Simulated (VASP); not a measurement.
# Cu in VASP: single point with PBE

Aim: the single point of Cu with PBE.

Program: VASP 6.6.1. These are calculated values, not measurements. Logs are shortened: lines on timing, memory, paths and dates and some standing lists are left out, and cuts for length are marked.

**1. The cell of the first run**

The cell holds a slab with vacuum, 15 atoms: a = 2.556 Å, b = 2.556 Å, c = 45.218 Å, α = 90.00°, β = 90.00°, γ = 120.00°.

**2. Single point, PBE**

File INCAR:

```
PREC = Accurate ; ENCUT = 520
EDIFF = 1E-6 ; ISMEAR = 0
SIGMA = 0.05 ; LREAL = False
LASPH = True ; NELM = 120
ALGO = Normal ; ISIF = 2
LWAVE = False ; LCHARG = False
LDIPOL = True ; IDIPOL = 3
DIPOL = 0.5 0.5 0.500 ; GGA = PE
NBANDS = 96 ; GGA_COMPAT = False
NELMDL = -8
```

File KPOINTS:

```
regular mesh
0
Gamma
  16 16 1
```

File POSCAR:

```
Cu
1.0
    2.5560000000      0.0000000000      0.0000000000
   -1.2780000000      2.2135609321      0.0000000000
    0.0000000000      0.0000000000     45.2180000000
Cu
15
Direct
    0.0000000000      0.0000000000      0.1769206953
    0.3333333333      0.6666666667      0.2230748817
    0.6666666667      0.3333333333      0.2692290681
    0.0000000000      0.0000000000      0.3153832545
    0.3333333333      0.6666666667      0.3615374408
    0.6666666667      0.3333333333      0.4076916272
    0.0000000000      0.0000000000      0.4538458136
    0.3333333333      0.6666666667      0.5000000000
    0.6666666667      0.3333333333      0.5461541864
    0.0000000000      0.0000000000      0.5923083728
    0.3333333333      0.6666666667      0.6384625592
    0.6666666667      0.3333333333      0.6846167455
    0.0000000000      0.0000000000      0.7307709319
    0.3333333333      0.6666666667      0.7769251183
    0.6666666667      0.3333333333      0.8230793047
```

Potentials or basis: VASP PAW PBE potentials, release 64 (Cu).

On the command line:

```bash
> cat potpaw_PBE.64/Cu/POTCAR > POTCAR
> mpirun -np 1 vasp_std > vasp.out
```

OUTCAR:

```text
PREC = Accurate
   ENCUT = 520
   EDIFF = 1E-6
   ISMEAR = 0
   LREAL = False
   LASPH = True
   NELM = 120
   ISIF = 2
   GGA = PE
   NELMDL = -8

 ion  position               nearest neighbor table
   1  0.000  0.000  0.177-   2 2.56   2 2.56   2 2.56
   2  0.333  0.667  0.223-   1 2.56   3 2.56   3 2.56   1 2.56   1 2.56   3 2.56
   3  0.667  0.333  0.269-   4 2.56   2 2.56   2 2.56   4 2.56   4 2.56   2 2.56
   4  0.000  0.000  0.315-   5 2.56   5 2.56   5 2.56   3 2.56   3 2.56   3 2.56
   5  0.333  0.667  0.362-   4 2.56   4 2.56   4 2.56   6 2.56   6 2.56   6 2.56
   6  0.667  0.333  0.408-   7 2.56   5 2.56   5 2.56   7 2.56   7 2.56   5 2.56
   7  0.000  0.000  0.454-   6 2.56   8 2.56   6 2.56   8 2.56   6 2.56   8 2.56
   8  0.333  0.667  0.500-   7 2.56   9 2.56   9 2.56   7 2.56   7 2.56   9 2.56
   9  0.667  0.333  0.546-  10 2.56   8 2.56   8 2.56  10 2.56  10 2.56   8 2.56
  10  0.000  0.000  0.592-   9 2.56  11 2.56   9 2.56  11 2.56   9 2.56  11 2.56
  11  0.333  0.667  0.638-  12 2.56  12 2.56  12 2.56  10 2.56  10 2.56  10 2.56
  12  0.667  0.333  0.685-  11 2.56  11 2.56  11 2.56  13 2.56  13 2.56  13 2.56
  13  0.000  0.000  0.731-  12 2.56  14 2.56  12 2.56  14 2.56  12 2.56  14 2.56
  14  0.333  0.667  0.777-  13 2.56  15 2.56  15 2.56  13 2.56  13 2.56  15 2.56
  15  0.667  0.333  0.823-  14 2.56  14 2.56  14 2.56

  LATTYP: Found a hexagonal cell.
 ALAT       =     2.5560000000
 C/A-ratio  =    17.6909233177

  Lattice vectors:

 A1 = (   2.5560000000,   0.0000000000,   0.0000000000)
 A2 = (  -1.2780000000,   2.2135609321,   0.0000000000)
 A3 = (   0.0000000000,   0.0000000000,  45.2180000000)

Analysis of symmetry for initial positions (statically):
=====================================================================
 Subroutine PRICEL returns:
 Original cell was already a primitive cell.

 Routine SETGRP: Setting up the symmetry group for a
 hexagonal supercell.

 Subroutine GETGRP returns: Found 12 space group operations
 (whereof  6 operations were pure point group operations)
 out of a pool of 24 trial point group operations.

The static configuration has the point symmetry C_3v.
 The point group associated with its full space group is D_3d.

Analysis of symmetry for dynamics (positions and initial velocities):
=====================================================================
 Subroutine PRICEL returns:
 Original cell was already a primitive cell.

 Routine SETGRP: Setting up the symmetry group for a
 hexagonal supercell.

 Subroutine GETGRP returns: Found 12 space group operations
 (whereof  6 operations were pure point group operations)
 out of a pool of 24 trial point group operations.

The dynamic configuration has the point symmetry C_3v.
 The point group associated with its full space group is D_3d.

 Subroutine INISYM returns: Found 12 space group operations
 (whereof  6 operations are pure point group operations),
 and found     1 'primitive' translations

----------------------------------------------------------------------------------------

                                     Primitive cell

  volume of cell :     255.8372

  direct lattice vectors                    reciprocal lattice vectors
     2.556000000  0.000000000  0.000000000     0.391236307  0.225880387  0.000000000
    -1.278000000  2.213560932  0.000000000     0.000000000  0.451760774  0.000000000
     0.000000000  0.000000000 45.218000000     0.000000000  0.000000000  0.022115087

  length of vectors
     2.556000000  2.556000000 45.218000000     0.451760774  0.451760774  0.022115087

  position of ions in fractional coordinates (direct lattice)
     0.000000000  0.000000000  0.176920695
     0.333333333  0.666666667  0.223074882
     0.666666667  0.333333333  0.269229068
     0.000000000  0.000000000  0.315383254
     0.333333333  0.666666667  0.361537441
     0.666666667  0.333333333  0.407691627
     0.000000000  0.000000000  0.453845814
     0.333333333  0.666666667  0.500000000
     0.666666667  0.333333333  0.546154186
     0.000000000  0.000000000  0.592308373
     0.333333333  0.666666667  0.638462559
     0.666666667  0.333333333  0.684616746
     0.000000000  0.000000000  0.730770932
     0.333333333  0.666666667  0.776925118
     0.666666667  0.333333333  0.823079305

  ion indices of the primitive-cell ions
   primitive index   ion index
                 1           1
                 2           2
                 3           3
                 4           4
                 5           5
                 6           6
                 7           7
                 8           8
                 9           9
                10          10
                11          11
                12          12
                13          13
                14          14
                15          15

----------------------------------------------------------------------------------------

 KPOINTS: regular mesh

Automatic generation of k-mesh.
 Grid dimensions read from file:
 generate k-points for:   16   16    1

 Generating k-lattice:

  Cartesian coordinates                     Fractional coordinates (reciprocal lattice)
     0.024452269  0.014117524  0.000000000     0.062500000 -0.000000000  0.000000000
     0.000000000  0.028235048  0.000000000     0.000000000  0.062500000  0.000000000
     0.000000000  0.000000000  0.022115087     0.000000000  0.000000000  1.000000000

  Length of vectors
     0.028235048  0.028235048  0.022115087

  Shift w.r.t. Gamma in fractional coordinates (k-lattice)
     0.000000000  0.000000000  0.000000000

 Subroutine IBZKPT returns following result:
 ===========================================

 Found     30 irreducible k-points:

 Following reciprocal coordinates:
            Coordinates               Weight
  0.000000  0.000000  0.000000      1.000000
  0.062500  0.000000  0.000000      6.000000
  0.125000  0.000000  0.000000      6.000000
  0.187500 -0.000000  0.000000      6.000000
  0.250000  0.000000  0.000000      6.000000
  0.312500  0.000000  0.000000      6.000000
[... 16 lines left out ...]
  0.187500  0.187500  0.000000      6.000000
  0.250000  0.187500  0.000000     12.000000
 [... further k-points ...]
   k-points           NKPTS =     30   k-points in BZ     NKDIM =     30   number of bands    NBANDS=     96
   number of dos      NEDOS =    301   number of ions     NIONS =     15
   total plane-waves  NPLWV = 134400
   dimension x,y,z NGX =    20 NGY =   20 NGZ =  336
   dimension x,y,z NGXF=    40 NGYF=   40 NGZF=  672
   ions per type =              15
   NGX,Y,Z   is equivalent  to a cutoff of  13.01, 13.01, 12.35 a.u.
   NGXF,Y,Z  is equivalent  to a cutoff of  26.02, 26.02, 24.71 a.u.
 SYSTEM =  unknown system
   PREC   = accura    normal or accurate (medium, high low for compatibility)
   ISTART =      0    job   : 0-new  1-cont  2-samecut
   ICHARG =      2    charge: 1-file 2-atom 10-const
   ISPIN  =      1    spin polarized calculation?
   LNONCOLLINEAR =      F non collinear calculations
   LSORBIT =      F    spin-orbit coupling
   LASPH  =      T    aspherical Exc in radial PAW
   ENCUT  =  520.0 eV  38.22 Ry    6.18 a.u.   4.75  4.75 84.08*2*pi/ulx,y,z
   NELM   =    120;   NELMIN=  2; NELMDL= -8     # of ELM steps
   EDIFF  = 0.1E-05   stopping-criterion for ELM
   LREAL  =      F    real-space projection
   EDIFFG = 0.1E-04   stopping-criterion for IOM
   NSW    =      0    number of steps for IOM
   IBRION =     -1    ionic relax: 0-MD 1-quasi-New 2-CG
   NFREE  =      0    steps in history (QN), initial steepest desc. (CG)
   ISIF   =      2    stress and relaxation
   ISYM   =      2    0-nonsym 1-usesym 2-fastsym
   POTIM  = 0.5000    time-step for ionic-motion
   TEBEG  =    0.0;   TEEND  =   0.0 temperature during run
   PSTRESS=    0.0 pullay stress
   NELECT =     165.0000    total number of electrons
   NUPDOWN=      -1.0000    fix difference up-down
   EMIN   =  10.00;   EMAX   =-10.00  energy-range for DOS
   EFERMI =   0.00;   METHOD = LEGACY
   ISMEAR =     0;   SIGMA  =   0.05  broadening in eV -4-tet -1-fermi 0-gaus
   EFERMI_NEDOS =   21; number of points for ismear=-14 and -15
   IALGO  =     38    algorithm
   IMIX   =      4    mixing-type and parameters
     AMIX     =   0.40;   BMIX     =  1.00
     AMIX_MAG =   1.60;   BMIX_MAG =  1.00
  volume/ion in A,a.u.               =      17.06       115.10
  Fermi-wavevector in a.u.,A,eV,Ry     =   1.414430  2.672886 27.219998  2.000613
  Thomas-Fermi vector in A             =   2.535973
   LORBIT       =      0    0 simple, 1 ext, 2 COOP (PROOUT), +10 PAW based schemes
   GGA     = PE    functional components
   LHFCALC =     F    Hartree Fock is set to
   AEXX    =    0.0000 exact exchange contribution
   IVDW    =     0    specifies the selected vdW correction
   LEPSILON=     F    determine dielectric tensor
   LRPA    =     F    only Hartree local field effects (RPA)
 non-spin polarized calculation
 Gauss-broadening in eV      SIGMA  =   0.05
  energy-cutoff  :      520.00
  volume of cell :      255.84
 maximum number of plane-waves:      6937
 NGX is ok and might be reduce to    20
   NGX =  9   NGY =  9   NGZ =169

 dipolmoment           0.000000      0.000000      0.000000 electrons x Angstroem

 number of electron     165.0000006 magnetization

 dipolmoment           0.000000      0.000000     -0.000008 electrons x Angstroem

 Free energy of the ion-electron system (eV)
  ---------------------------------------------------
  ext. energy  EPLUGINS =         0.00000000
  ---------------------------------------------------
  free energy    TOTEN  =       -54.99046156 eV

  energy without entropy =      -54.98508043  energy(sigma->0) =      -54.98777100

 E-fermi :   3.7706     XC(G=0):  -9.2300

 val. band max:        3.7597860876   @ k =   0.1250   0.0000   0.0000
 cond. band min:       3.8018880289   @ k =   0.1875   0.1875   0.0000
 fundamental gap:      0.0421019413
 Fermi energy:         3.7706280499

 k-point     1 :       0.0000    0.0000    0.0000
  band No.  band energies     occupation
      1      -5.5233      2.00000
      2      -5.4065      2.00000
      3      -5.2136      2.00000
      4      -4.9539      2.00000
      5      -4.6308      2.00000
      6      -4.2341      2.00000
[... 86 lines left out ...]
     93       8.0840      0.00000
     94       8.2130      0.00000

 k-point     2 :       0.0625    0.0000    0.0000
  band No.  band energies     occupation
      1      -5.3969      2.00000
      2      -5.2806      2.00000
      3      -5.0886      2.00000
      4      -4.8303      2.00000
      5      -4.5089      2.00000
      6      -4.1143      2.00000
[... 2123 lines left out ...]
     93      10.4751      0.00000
     94      11.1428      0.00000

 k-point    24 :       0.2500    0.1875    0.0000
  band No.  band energies     occupation
      1      -1.6023      2.00000
      2      -1.5444      2.00000
      3      -1.4525      2.00000
      4      -1.3385      2.00000
      5      -1.2109      2.00000
      6      -1.0682      2.00000
[... 86 lines left out ...]
     93      10.7298      0.00000
     94      10.8558      0.00000

 [... further k-points ...]

 [bands above 94 left out]

------------------------ aborting loop because EDIFF is reached ----------------------------------------

 vacuum level on the upper side and lower side of the slab       (xc-potential included)        -0.283        -0.283

  FORCE on cell =-STRESS in cart. coord.  units (eV):
  Direction    XX          YY          ZZ          XY          YZ          ZX
  --------------------------------------------------------------------------------------
  -------------------------------------------------------------------------------------
  Total        1.3768572      1.3768572      1.6937031      0.0000000      0.0000000      0.0000000
  in kB        8.6225518      8.6225518     10.6067949      0.0000000      0.0000000      0.0000000
  external PRESSURE =       9.2839662 kB  Pullay stress =       0.0000000 kB

 VOLUME and BASIS-vectors are now :
 -----------------------------------------------------------------------------
  energy-cutoff  :      520.00
  volume of cell :      255.84
      direct lattice vectors                 reciprocal lattice vectors
     2.556000000  0.000000000  0.000000000     0.391236307  0.225880387  0.000000000
    -1.278000000  2.213560932  0.000000000     0.000000000  0.451760774  0.000000000
     0.000000000  0.000000000 45.218000000     0.000000000  0.000000000  0.022115087

 POSITION                                       TOTAL-FORCE (eV/Angst)
 -----------------------------------------------------------------------------------
      0.00000      0.00000      8.00000         0.000000      0.000000     -0.010929
     -0.00000      1.47571     10.08700        -0.000000      0.000000     -0.034607
      1.27800      0.73785     12.17400         0.000000      0.000000     -0.007288
      0.00000      0.00000     14.26100        -0.000000     -0.000000     -0.031635
     -0.00000      1.47571     16.34800        -0.000000     -0.000000      0.001142
      1.27800      0.73785     18.43500         0.000000     -0.000000      0.010974
      0.00000      0.00000     20.52200        -0.000000     -0.000000     -0.006275
     -0.00000      1.47571     22.60900        -0.000000     -0.000000     -0.000000
      1.27800      0.73785     24.69600         0.000000      0.000000      0.006275
      0.00000      0.00000     26.78300        -0.000000      0.000000     -0.010974
     -0.00000      1.47571     28.87000         0.000000      0.000000     -0.001142
      1.27800      0.73785     30.95700         0.000000      0.000000      0.031635
      0.00000      0.00000     33.04400        -0.000000     -0.000000      0.007288
     -0.00000      1.47571     35.13100         0.000000      0.000000      0.034607
      1.27800      0.73785     37.21800        -0.000000     -0.000000      0.010929
 -----------------------------------------------------------------------------------
    total drift:                                0.000000      0.000000     -0.001381

  FREE ENERGIE OF THE ION-ELECTRON SYSTEM (eV)
  ---------------------------------------------------
  free  energy   TOTEN  =       -54.9904615567 eV

  energy  without entropy=      -54.9850804336  energy(sigma->0) =      -54.98777100

 vacuum level on the upper side and lower side of the slab         8.404         8.404
```

It took 31 min on 1 thread of Intel Xeon Platinum 8488C (Sapphire Rapids), shared host; peak memory 0.67 GiB.

What came out:

| Quantity | Value |
| --- | --- |
| Free energy | -54.9905 eV |
| Largest force | 0.035 eV/Å |
| Band gap on the k mesh | zero (an odd number of electrons rules out a gap without spin polarisation) |

Forces in eV/Å, atoms in the order of the input:
```
Cu   0.000  0.000 -0.011
Cu   0.000  0.000 -0.035
Cu   0.000  0.000 -0.007
Cu   0.000  0.000 -0.032
Cu   0.000  0.000  0.001
Cu   0.000  0.000  0.011
Cu   0.000  0.000 -0.006
Cu   0.000  0.000  0.000
Cu   0.000  0.000  0.006
Cu   0.000  0.000 -0.011
Cu   0.000  0.000 -0.001
Cu   0.000  0.000  0.032
Cu   0.000  0.000  0.007
Cu   0.000  0.000  0.035
Cu   0.000  0.000  0.011
```
